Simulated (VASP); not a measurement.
Write the native input for VASP 6.6.1 that does the following.

| Property | Result |
| --- | --- |
| Task | single point |
| Functional | PBE |
| Potentials or basis | VASP PAW PBE potentials, release 64 (Al, O) |
| Cutoff | 600 eV |
| k mesh | 33 × 33 × 33 |
| Occupations | fermi-dirac, width 0.0612256 eV |
| Spin | no spin polarisation |
| Dipole correction | no |
| Further INCAR settings | ALGO = Normal; EDIFF = 1e-06; NBANDS = 13 |

The structure of Al2O (antifluorite type) lies in POSCAR:

```
Al2O
1.0
    0.0000000000      2.9040458813      2.9040458813
    2.9040458813      0.0000000000      2.9040458813
    2.9040458813      2.9040458813      0.0000000000
Al O
2 1
Direct
    0.2500000000      0.2500000000      0.2500000000
    0.7500000000      0.7500000000      0.7500000000
    0.0000000000      0.0000000000      0.0000000000
```

The input as run:

INCAR

```
ALGO = Normal
EDIFF = 1E-6
ENCUT = 600
GGA = PE
GGA_COMPAT = F
ISIF = 2
ISMEAR = -1
LASPH = T
LCHARG = F
LREAL = F
LWAVE = F
NBANDS = 13
NELM = 120
PREC = Accurate
SIGMA = 0.06122561905347299
```

KPOINTS

```
k-points
0
Gamma
  33 33 33
```

Potentials or basis: VASP PAW PBE potentials, release 64 (Al, O).

The run is started by

```bash
$ cat potpaw_PBE.64/Al/POTCAR potpaw_PBE.64/O/POTCAR > POTCAR
$ mpirun -np 1 vasp_std > vasp.out
```

Results of the run:

- Pressure: -2.9 GPa
- Band gap on the k mesh: zero (bands 6 and 7 overlap by 1.93 eV)

It took 6.1 min on 1 thread of Intel(R) Xeon(R) Platinum 8559C (Emerald Rapids), on a shared host, peak memory 0.74 GiB.
